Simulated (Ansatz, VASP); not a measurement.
**One calculation of Fe, two programs**

File INCAR:

```
SYSTEM = Fe
PREC = Accurate
ENCUT = 520
EDIFF = 1E-6
ISMEAR = -1
SIGMA = 0.1
LREAL = .FALSE.
LASPH = .TRUE.
NELM = 150
ALGO = Normal
ISIF = 2
LWAVE = .FALSE.
LCHARG = .FALSE.
ISPIN = 2
MAGMOM = 4 4
LORBIT = 11
LMAXMIX = 4
GGA = PE
ISYM = 0
NBANDS = 19
```

File KPOINTS:

```
Automatic mesh
0
G
  13 13 7
  0 0 0
```

Contents of POSCAR:

```
Fe
1.0
    0.0000000000      1.7450000000      1.7450000000
    1.7450000000      0.0000000000      1.7450000000
    3.4900000000      3.4900000000      0.0000000000
Fe
2
Direct
    0.0000000000      0.0000000000      0.0000000000
    0.0000000000      0.0000000000      0.5000000000
```

Input for Ansatz:

```yaml
crystal:
  lattice:
    - [0.0, 1.745, 1.745]
    - [1.745, 0.0, 1.745]
    - [3.49, 3.49, 0.0]
  atoms:
    - { symbol: Fe, position: [0.0, 0.0, 0.0], spin: 4.0 }
    - { symbol: Fe, position: [0.0, 0.0, 0.5], spin: 4.0 }
  symmetry: { detect: false, time_reversal: true }
magnetization:
  spin_polarized: true
hamiltonian:
  xc: pbe
  pseudopotentials: { kind: paw }
basis:
  ecutwfc: 420
kpoints:
  mp_grid: { grid: [13, 13, 7] }
scf:
  occupations: { method: fermi_dirac, width: 0.1 }
  lower_state_search: "off"
output:
  forces: true
  stress: true
```

Alike in both runs: task single point; functional PBE; k mesh 13 × 13 × 7; occupations fermi-dirac, width 0.1 eV; collinear spin.

|  | VASP | Ansatz |
| --- | --- | --- |
| version | VASP 6.6.1 | Ansatz 0.2.0 |
| potentials or method | VASP PAW PBE potentials, release 64 (Fe), cutoff 520 eV | PAW, plane waves, scalar-relativistic |
| valence electrons in the cell | 16 | 32 |

Ansatz gave:

```
pressure (GPa)                                                : -1.7
net moment per atom (μB)                                      : 0.99
size of the moment on the site where the two differ most (μB) : 1.01
```

Problem. What did VASP give for the same quantities?

Solution. Pressure (GPa): -1.7; net moment per atom (μB): 1.03; size of the moment on the site where the two differ most (μB): 1.02.

Site moments also hang on the region over which each program counts them. With one functional, cell and mesh, what is left measures potentials, basis and numerics. VASP's potentials hold 16 valence electrons a cell and Ansatz's 32, so a difference there can come from the potentials and not from the codes.
